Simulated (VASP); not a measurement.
A run of VASP 6.6.1 is set up as follows.

The input INCAR:

```
SYSTEM = AlNi
PREC = Accurate
ENCUT = 520
EDIFF = 1E-6
ISMEAR = 0
SIGMA = 0.1
LREAL = .False.
LASPH = .True.
NELM = 100
ALGO = Fast
ISIF = 2
LWAVE = .False.
LCHARG = .True.
GGA = PS
LELF = .True.
LVHAR = .True.
NBANDS = 14
```

File KPOINTS:

```
Automatic mesh
0
Gamma
  18 18 18
  0 0 0
```

POSCAR

```
AlNi
1.0
    2.9157770390      0.0000000000      0.0000000000
    0.0000000000      2.9157770390      0.0000000000
    0.0000000000      0.0000000000      2.8003031918
Al Ni
1 1
Direct
    0.0000000000      0.0000000000      0.0000000000
    0.5000000000      0.5000000000      0.5000000000
```

Potentials or basis: VASP PAW PBE potentials, release 64 (Al, Ni).

Run with:

```sh
$ cat potpaw_PBE.64/Al/POTCAR potpaw_PBE.64/Ni/POTCAR > POTCAR
$ mpirun -np 1 vasp_std > vasp.out
```

Problem. Predict the pressure.

Solution. -2.1 GPa.

Stress tensor (GPa, compression positive):
```
-3.32  0.00  0.00
 0.00 -3.32  0.00
 0.00  0.00  0.41
```

Caveat: the cell differs from its parent crystal (biaxial strain in the a-b plane: +2.0 %, then relaxed in part); the PAW data sets were made with another functional, which shifts forces and pressure a little. Spin polarisation is off, so any magnetic state and its effect on volume and gap are missing.
